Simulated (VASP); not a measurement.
Runs of VASP 6.6.1 on TiC. The structure is that of space group Fm-3m (No. 225), or close to it. The cells are those of the table. 

```tsv
cell	gap on the mesh (eV)	pressure (GPa)
a = 3.091, b = 3.030, c = 3.061 Å, angles 61.0, 59.0, 60.0°, 2 atoms	none	(a)
a = 3.037, b = 3.083, c = 3.061 Å, angles 59.3, 60.7, 60.0°, 2 atoms	none	-5.5
a = 3.045, b = 3.076, c = 3.061 Å, angles 59.5, 60.5, 60.0°, 2 atoms	none	-5.7
a = 3.022, b = 3.099, c = 3.061 Å, angles 58.8, 61.2, 60.0°, 2 atoms	none	-4.8
```

Alike in all rows: task single point; level PBEsol; potentials or basis VASP PAW PBE potentials, release 64 (Ti_sv, C); no spin polarisation; k mesh 18 × 18 × 18; cutoff (eV) 520; smearing gaussian 0.15 eV.

Question: Fill in the values left out.

Answer: (a) -5.2.

Caveats: the PAW data sets were made with another functional, which shifts forces and pressure a little.

A gap of «none» marks levels without a gap at the run's occupations.
